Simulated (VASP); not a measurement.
Crystal: Sn3I2.

```
Sn I
1.0
     4.90044    0.00000    0.00000
    -2.45022    4.24390    0.00000
     0.00000    0.00000    7.62428
Sn I
3 2
Direct
  0.00000 0.00000 0.00000
  0.33333 0.66667 0.64500
  0.66667 0.33333 0.35500
  0.33333 0.66667 0.24500
  0.66667 0.33333 0.75500
```

```yaml
Program: VASP 6.6.1
Task: relaxation of cell and atoms
Functional: PBE
Potentials_or_basis: VASP PAW PBE potentials, release 64 (Sn_d, I)
Cutoff: 600 eV
k_mesh: 6 × 6 × 2
Occupations: gaussian, width 0.1 eV
Spin: no spin polarisation
```

At the start: pressure 8.8 GPa; volume 31.71 Å³/atom.

**Question.** Where does the relaxation end?

**Answer.** Over 57 steps the energy falls by 838.1 meV/atom and the volume is 45.47 Å³/atom (+43.4 %); space group P-3m1 (No. 164, to 0.1 Å) before and after.

The path:
```tsv
step	energy change (eV)	largest force (eV/Å)	pressure (GPa)	volume (Å³)
1	0.0000	2.1958	8.77	158.56
3	-1.1872	0.8550	-0.64	202.19
5	-1.5437	0.7614	-0.45	190.97
7	-1.8569	0.5536	2.00	167.68
9	-1.9556	0.4671	-0.21	179.26
11	-2.0017	0.5480	-0.16	178.52
13	-2.5636	0.5910	2.29	171.34
15	-2.5664	0.5113	2.56	170.66
17	-2.5874	0.4419	3.21	169.65
19	-2.6074	0.4712	3.31	169.82
21	-2.6513	0.6470	3.87	170.55
23	-2.7841	0.4248	3.10	174.09
25	-3.0839	0.3121	0.66	190.36
27	-3.0991	0.4824	0.10	196.04
29	-3.1384	0.4682	0.10	196.12
31	-3.2986	0.3481	0.12	196.19
33	-3.4306	0.8759	0.71	192.18
35	-3.5389	0.5101	0.20	195.82
37	-3.5860	0.8376	-1.83	207.21
39	-3.7664	0.7190	-0.63	199.17
41	-3.8650	0.6630	0.11	194.05
43	-3.9990	0.3071	2.40	191.65
45	-4.0697	0.1542	1.04	196.61
47	-4.1217	0.3305	-0.18	210.81
49	-4.1685	0.0931	0.12	215.43
51	-4.1770	0.1078	0.41	218.66
53	-4.1863	0.0915	-0.09	226.22
55	-4.1903	0.0439	0.03	226.69
57	-4.1906	0.0231	-0.04	227.34
```

Final structure:
```xyz
5
Lattice="4.6470 0.0000 0.0000 -2.3235 4.0244 0.0000 0.0000 0.0000 12.1563" Properties=species:S:1:pos:R:3 pbc="T T T"
Sn    0.0000    0.0000    0.0000
Sn    0.0000    2.6829    6.5166
Sn    2.3235    1.3415    5.6396
I     0.0000    2.6829    1.8172
I     2.3235    1.3415   10.3391
```

Caveat: the k points lie up to 0.26 Å⁻¹ apart in the final cell; the volume moved by over 15 % at a fixed basis, so the end points are rough.
